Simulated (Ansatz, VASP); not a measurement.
**O: VASP beside Ansatz**

```
O
1.0
     9.00000    0.00000    0.00000
     0.00000    9.50000    0.00000
     0.00000    0.00000   10.00000
O
2
Direct
  0.50000 0.50000 0.43911
  0.50000 0.50000 0.56089
```

Alike in both runs: functional PBE; k mesh 1 × 1 × 1; collinear spin.

Ansatz relaxed the structure, and its values are those at the end. VASP's run is a single point on that final structure, the one shown.

|  | VASP | Ansatz |
| --- | --- | --- |
| version | VASP 6.6.1 | Ansatz 0.2.0 |
| potentials or method | VASP PAW PBE potentials, release 64 (O), cutoff 520 eV | plane waves, PAW |
| occupations | methfessel-paxton of order 1, width 0.02 eV | cold, width 0.02 eV |
| valence electrons in the cell | 12 | 12 |

|  | VASP | Ansatz | Ansatz less VASP |
| --- | --- | --- | --- |
| rms of the force components (eV/Å) | 0.677 | 0.005 | -0.6726 |
| net moment per atom (μB) | 1.00 | 1.00 | 0.000 |
| size of the moment on the site where the two differ most (μB) | 0.81 | 0.56 | -0.251 |

Site moments also hang on the region over which each program counts them. Ansatz's warnings: end state compared, stress scf threshold loose.

Noted on VASP's run: the standard files for N, O and F lose accuracy on very short bonds.
